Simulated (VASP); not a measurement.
A run of VASP 6.6.1 is set up as follows.

The input INCAR:

```
SYSTEM = NbN
ALGO     = Normal         ! electronic algorithm
EDIFF    = 1E-6           ! SCF threshold, eV
ENCUT    = 520            ! plane-wave cutoff, eV
GGA      = PS             ! functional
ISIF     = 2              ! what is computed and relaxed
ISMEAR   = 0              ! smearing method
LASPH    = .TRUE.         ! aspherical terms in the spheres
LCHARG   = .TRUE.         ! write CHGCAR
LELF     = .TRUE.         ! ELF
LREAL    = .FALSE.        ! projectors in reciprocal space
LVHAR    = .TRUE.       
LWAVE    = .FALSE.        ! write WAVECAR
NBANDS   = 16             ! bands
NELM     = 100            ! most SCF steps
PREC     = Accurate       ! precision mode
SIGMA    = 0.1            ! smearing width, eV
```

Contents of KPOINTS:

```
k-points
0
G
  16 16 16
  0 0 0
```

File POSCAR:

```
NbN
1.0
    0.0000000000      2.1902482608      2.1902482608
    2.1902482608      0.0000000000      2.1902482608
    2.1902482608      2.1902482608      0.0000000000
Nb N
1 1
Direct
    0.5000000000      0.5000000000      0.5000000000
    0.0000000000      0.0000000000      0.0000000000
```

Potentials or basis: VASP PAW PBE potentials, release 64 (Nb_sv, N).

Run with:

```sh
$ cat potpaw_PBE.64/Nb_sv/POTCAR potpaw_PBE.64/N/POTCAR > POTCAR
$ mpirun -np 1 vasp_std > vasp.out
```

(1) Predict the pressure.

(2) Estimate the band gap on the k mesh.

## Answers

(1) -0.6 GPa.

(2) zero (band 9 reaches 15.54 eV, above the bottom of band 10 at 11.96 eV).

Caveat: the PAW data sets were made with another functional, which shifts forces and pressure a little.
